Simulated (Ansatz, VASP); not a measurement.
**Te: VASP beside Ansatz**

```xyz
1
Lattice="2.8670 0.0000 0.0000 0.0000 4.0010 0.0000 -1.0600 0.0000 3.5328" Properties=species:S:1:pos:R:3 pbc="T T T"
Te   -0.5300    0.0000    1.7664
```

Alike in both runs: task single point; functional PBE; k mesh 6 × 4 × 6; occupations gaussian, width 0.1 eV; no spin polarisation.

|  | VASP | Ansatz |
| --- | --- | --- |
| version | VASP 6.6.1 | Ansatz 0.2.0 |
| potentials or method | VASP PAW PBE potentials, release 64 (Te), cutoff 520 eV | scalar-relativistic, plane waves, PAW |
| valence electrons in the cell | 6 | 16 |

Ansatz gave:

* gap on the k mesh at the Fermi level (eV): none
* pressure (GPa): -2.1
* traceless stress, the component that is largest in VASP (GPa): 4.54

Estimate VASP's values.

gap on the k mesh at the Fermi level (eV): none; pressure (GPa): -2.2; traceless stress, the component that is largest in VASP (GPa): 4.54.

A gap of «none» marks a metal or a gap that the smearing closes. With one functional, cell and mesh, what is left measures potentials, basis and numerics. VASP's potentials hold 6 valence electrons a cell and Ansatz's 16, so a difference there can come from the potentials and not from the codes.

The k mesh is coarse, so the values compare programs but aren't converged. Neither program's run includes spin-orbit coupling.
